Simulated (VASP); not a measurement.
# GaO in VASP: single point with PBE

Aim: the single point of GaO with PBE.

Everything below comes from runs of VASP 6.6.1. Logs are shortened: lines on timing, memory, paths and dates and some standing lists are left out, and cuts for length are marked.

## Step 1: The cell of the first run

The cell holds a slab with vacuum, 4 atoms: a = 3.132 Å, b = 3.132 Å, c = 14.399 Å, α = 90.00°, β = 90.00°, γ = 120.00°.

## Step 2: Single point, PBE (In replaced by Ga, lengths x 0.942, strained)

File INCAR:

```
ALGO = Normal ; EDIFF = 1E-6
ENCUT = 910 ; GGA = PE
GGA_COMPAT = False ; ISIF = 2
ISMEAR = 0 ; LASPH = True
LCHARG = True ; LELF = True
LREAL = False ; LVHAR = True
LWAVE = False ; NBANDS = 27
NELM = 120 ; PREC = Accurate
SIGMA = 0.02
```

File KPOINTS:

```
k-points
0
Gamma
  12 12 2
```

File POSCAR:

```
GaO
1.0
    3.1321653760      0.0000000000      0.0000000000
   -1.5660826880      2.7125347844      0.0000000000
    0.0000000000      0.0000000000     14.3993236511
Ga O
2 2
Direct
    0.6666666700      0.3333333300      0.5900210000
    0.6666666700      0.3333333300      0.4099790000
    0.0000000000      0.0000000000      0.6398670000
    0.0000000000      0.0000000000      0.3601330000
```

Potentials or basis: VASP PAW PBE potentials, release 64 (Ga_d, O_h).

Command:

```
$ cat potpaw_PBE.64/Ga_d/POTCAR potpaw_PBE.64/O_h/POTCAR > POTCAR
$ mpirun -np 1 vasp_std > vasp.out
```

OUTCAR:

```text
EDIFF = 1E-6
   ENCUT = 910
   GGA = PE
   ISIF = 2
   ISMEAR = 0
   LASPH = True
   LREAL = False
   NELM = 120
   PREC = Accurate

 ion  position               nearest neighbor table
   1  0.667  0.333  0.590-   3 1.95   3 1.95   3 1.95   2 2.59
   2  0.667  0.333  0.410-   4 1.95   4 1.95   4 1.95   1 2.59
   3  0.000  0.000  0.640-   1 1.95   1 1.95   1 1.95
   4  0.000  0.000  0.360-   2 1.95   2 1.95   2 1.95

  LATTYP: Found a hexagonal cell.
 ALAT       =     3.1321653760
 C/A-ratio  =     4.5972424577

  Lattice vectors:

 A1 = (   3.1321653760,   0.0000000000,   0.0000000000)
 A2 = (  -1.5660826880,   2.7125347844,   0.0000000000)
 A3 = (   0.0000000000,   0.0000000000,  14.3993236511)

Analysis of symmetry for initial positions (statically):
=====================================================================
 Subroutine PRICEL returns:
 Original cell was already a primitive cell.

 Routine SETGRP: Setting up the symmetry group for a
 hexagonal supercell.

 Subroutine GETGRP returns: Found 12 space group operations
 (whereof 12 operations were pure point group operations)
 out of a pool of 24 trial point group operations.

The static configuration has the point symmetry D_3h.

Analysis of symmetry for dynamics (positions and initial velocities):
=====================================================================
 Subroutine PRICEL returns:
 Original cell was already a primitive cell.

 Routine SETGRP: Setting up the symmetry group for a
 hexagonal supercell.

 Subroutine GETGRP returns: Found 12 space group operations
 (whereof 12 operations were pure point group operations)
 out of a pool of 24 trial point group operations.

The dynamic configuration has the point symmetry D_3h.

 Subroutine INISYM returns: Found 12 space group operations
 (whereof 12 operations are pure point group operations),
 and found     1 'primitive' translations

----------------------------------------------------------------------------------------

                                     Primitive cell

  volume of cell :     122.3382

  direct lattice vectors                    reciprocal lattice vectors
     3.132165376  0.000000000  0.000000000     0.319267944  0.184329433  0.000000000
[... 88 lines left out ...]
   ENCUT  =  910.0 eV  66.88 Ry    8.18 a.u.   7.70  7.70 35.42*2*pi/ulx,y,z
   NELM   =    120;   NELMIN=  2; NELMDL= -5     # of ELM steps
   EDIFF  = 0.1E-05   stopping-criterion for ELM
   LREAL  =      F    real-space projection
   EDIFFG = 0.1E-04   stopping-criterion for IOM
   NSW    =      0    number of steps for IOM
   IBRION =     -1    ionic relax: 0-MD 1-quasi-New 2-CG
   NFREE  =      0    steps in history (QN), initial steepest desc. (CG)
   ISIF   =      2    stress and relaxation
   ISYM   =      2    0-nonsym 1-usesym 2-fastsym
   POTIM  = 0.5000    time-step for ionic-motion
   TEBEG  =    0.0;   TEEND  =   0.0 temperature during run
   PSTRESS=    0.0 pullay stress
   NELECT =      38.0000    total number of electrons
   NUPDOWN=      -1.0000    fix difference up-down
   EMIN   =  10.00;   EMAX   =-10.00  energy-range for DOS
   EFERMI =   0.00;   METHOD = LEGACY
   ISMEAR =     0;   SIGMA  =   0.02  broadening in eV -4-tet -1-fermi 0-gaus
   EFERMI_NEDOS =   21; number of points for ismear=-14 and -15
   IALGO  =     38    algorithm
   IMIX   =      4    mixing-type and parameters
     AMIX     =   0.40;   BMIX     =  1.00
     AMIX_MAG =   1.60;   BMIX_MAG =  1.00
  volume/ion in A,a.u.               =      30.58       206.39
  Fermi-wavevector in a.u.,A,eV,Ry     =   1.108703  2.095145 16.724594  1.229223
  Thomas-Fermi vector in A             =   2.245234
   LORBIT       =      0    0 simple, 1 ext, 2 COOP (PROOUT), +10 PAW based schemes
   GGA     = PE    functional components
   LHFCALC =     F    Hartree Fock is set to
   AEXX    =    0.0000 exact exchange contribution
   IVDW    =     0    specifies the selected vdW correction
   LEPSILON=     F    determine dielectric tensor
   LRPA    =     F    only Hartree local field effects (RPA)
 non-spin polarized calculation
 Gauss-broadening in eV      SIGMA  =   0.02
  energy-cutoff  :      910.00
  volume of cell :      122.34
 maximum number of plane-waves:      7714
 NGX is ok and might be reduce to    32
   NGX = 15   NGY = 15   NGZ = 71

 number of electron      37.9999994 magnetization

 Free energy of the ion-electron system (eV)
  ---------------------------------------------------
  ext. energy  EPLUGINS =         0.00000000
  ---------------------------------------------------
  free energy    TOTEN  =       -21.46336501 eV

  energy without entropy =      -21.46336501  energy(sigma->0) =      -21.46336501

 E-fermi :  -1.9680     XC(G=0):  -5.4031

 val. band max:       -2.0786401938   @ k =   0.3333   0.3333   0.0000
 cond. band min:      -0.9003803726   @ k =   0.0000   0.0000   0.5000
 fundamental gap:      1.1782598213
 Fermi energy:        -1.9679700378

 k-point     1 :       0.0000    0.0000    0.0000
  band No.  band energies     occupation
      1     -20.7651      2.00000
      2     -20.7102      2.00000
      3     -15.8772      2.00000
      4     -15.8772      2.00000
      5     -15.8490      2.00000
      6     -15.8490      2.00000
[... 709 lines left out ...]
     26       7.5307      0.00000
     27       7.7920      0.00000

 [... further k-points ...]

------------------------ aborting loop because EDIFF is reached ----------------------------------------

  FORCE on cell =-STRESS in cart. coord.  units (eV):
  Direction    XX          YY          ZZ          XY          YZ          ZX
  --------------------------------------------------------------------------------------
  -------------------------------------------------------------------------------------
  Total       -0.9736373     -0.9736373     -1.3158207      0.0000000     -0.0000000      0.0000000
  in kB      -12.7510422    -12.7510422    -17.2323773      0.0000000     -0.0000000      0.0000000
  external PRESSURE =     -14.2448206 kB  Pullay stress =       0.0000000 kB

 VOLUME and BASIS-vectors are now :
 -----------------------------------------------------------------------------
  energy-cutoff  :      910.00
  volume of cell :      122.34
      direct lattice vectors                 reciprocal lattice vectors
     3.132165376  0.000000000  0.000000000     0.319267944  0.184329433  0.000000000
    -1.566082688  2.712534784  0.000000000     0.000000000  0.368658867  0.000000000
     0.000000000  0.000000000 14.399323651     0.000000000  0.000000000  0.069447706

 POSITION                                       TOTAL-FORCE (eV/Angst)
 -----------------------------------------------------------------------------------
      1.56608      0.90418      8.49590         0.000000     -0.000000     -0.480445
      1.56608      0.90418      5.90342         0.000000      0.000000      0.480445
      0.00000      0.00000      9.21365        -0.000000      0.000000      0.010278
      0.00000      0.00000      5.18567        -0.000000      0.000000     -0.010278
 -----------------------------------------------------------------------------------
    total drift:                               -0.000006      0.000004      0.000000

  FREE ENERGIE OF THE ION-ELECTRON SYSTEM (eV)
  ---------------------------------------------------
  free  energy   TOTEN  =       -21.4633650138 eV

  energy  without entropy=      -21.4633650138  energy(sigma->0) =      -21.46336501
```

stdout:

```text
POSCAR found type information on POSCAR GaO
 POSCAR found :  2 types and       4 ions
 scaLAPACK will be used
 LDA part: xc-table for (Slater+PW92), standard interpolation
 POSCAR, INCAR and KPOINTS ok, starting setup
 FFT: planning ... GRIDC
 FFT: planning ... GRID_SOFT
 FFT: planning ... GRID
 WAVECAR not read
 entering main loop
```

It took 3.6 min on 1 thread of Intel Xeon 6975P-C (Granite Rapids), shared host; peak memory 0.52 GiB.

What came out:

* Free energy: -21.4634 eV
* Largest force: 0.480 eV/Å
* Band gap on the k mesh: 1.18 eV (least direct gap 1.93 eV)

Forces on the atoms (eV/Å):
```
Ga   0.000  0.000 -0.480
Ga   0.000  0.000  0.480
O    0.000  0.000  0.010
O    0.000  0.000 -0.010
```

Caveat: the cell differs from its parent crystal (In replaced by Ga, lengths x 0.942, strained); the cutoff is under 1.25 times the usual one of these potentials, so pressure, stress and relaxed cells hold a basis-set (Pulay) error.
